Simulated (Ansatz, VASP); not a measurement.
# GaP in VASP and in Ansatz

```xyz
2
Lattice="0.0000 2.7254 2.8072 2.7254 0.0000 2.8072 2.7254 2.7254 0.0000" Properties=species:S:1:pos:R:3 pbc="T T T"
Ga    0.0000    0.0000    0.0000
P     1.3627    1.3627    1.4036
```

Change from the starting cell: uniaxial_z strain +3.0%.

Alike in both runs: task single point; functional r2SCAN; k mesh 8 × 8 × 8; non-collinear spin, spin-orbit coupling.

|  | VASP | Ansatz |
| --- | --- | --- |
| version | VASP 6.6.1 | Ansatz 0.2.0 |
| potentials or method | VASP PAW PBE potentials, release 64 (Ga_d, P) | plane waves, PAW |
| plane-wave cutoff (eV) | 520 | 500 |
| occupations | gaussian, width 0.01 eV | fixed |
| valence electrons in the cell | 18 | 18 |

```tsv
	VASP	Ansatz	Ansatz less VASP
pressure (GPa)	-2.6	-2.4	+0.12
traceless stress, the component that is largest in VASP (GPa)	-1.69	-1.68	+0.012
net moment per atom (μB)	0.00	0.00	0.000
```

VASP's potentials were made for PBE, not for r2SCAN.
